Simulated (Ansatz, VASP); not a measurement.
## One calculation of Ag, two programs

File INCAR:

```
SYSTEM = Ag
ALGO = Fast ; EDIFF = 1E-7
ENCUT = 520 ; GGA = PS
ISIF = 2 ; ISMEAR = 0
LASPH = .TRUE. ; LCHARG = .FALSE.
LREAL = .FALSE. ; LWAVE = .FALSE.
NBANDS = 12 ; NELM = 80
PREC = Accurate ; SIGMA = 0.15
```

File KPOINTS:

```
k-points
0
G
  22 22 22
  0 0 0
```

POSCAR

```
Ag
1.0
   -1.7478196091      1.7478196091      1.4856466677
    1.7478196091     -1.7478196091      1.4856466677
    1.7478196091      1.7478196091     -1.4856466677
Ag
1
Direct
    0.0000000000      0.0000000000      0.0000000000
```

Input for Ansatz:

```yaml
crystal:
  lattice:
    - [-1.7478196091, 1.7478196091, 1.4856466677]
    - [1.7478196091, -1.7478196091, 1.4856466677]
    - [1.7478196091, 1.7478196091, -1.4856466677]
  atoms:
    - { symbol: Ag, position: [0.0, 0.0, 0.0] }
basis:
  ecutwfc: 420
kpoints:
  mp_grid: { grid: [22, 22, 22] }
hamiltonian:
  xc: pbesol
scf:
  occupations: { method: gaussian, width: 0.15 }
output:
  forces: true
  stress: true
  eigenvalues: true
  write_density: true
  write_potential: true
  elf: true
  volumetric_format: npy
```

Alike in both runs: task single point; functional PBEsol; k mesh 22 × 22 × 22; occupations gaussian, width 0.15 eV; no spin polarisation.

|  | VASP | Ansatz |
| --- | --- | --- |
| version | VASP 6.6.1 | Ansatz 0.2.0 |
| potentials or method | VASP PAW PBE potentials, release 64 (Ag), cutoff 520 eV | scalar-relativistic, plane waves, PAW |
| valence electrons in the cell | 11 | 19 |

|  | VASP | Ansatz | Ansatz less VASP |
| --- | --- | --- | --- |
| gap on the k mesh at the Fermi level (eV) | none | none | - |
| pressure (GPa) | -7.1 | -7.0 | +0.13 |
| traceless stress, the component that is largest in VASP (GPa) | 0.40 | 0.41 | +0.006 |

VASP's potentials were made for PBE, not for PBEsol. A gap of «none» marks a metal or a gap that the smearing closes. With one functional, cell and mesh, what is left measures potentials, basis and numerics. VASP's potentials hold 11 valence electrons a cell and Ansatz's 19, so a difference there can come from the potentials and not from the codes.
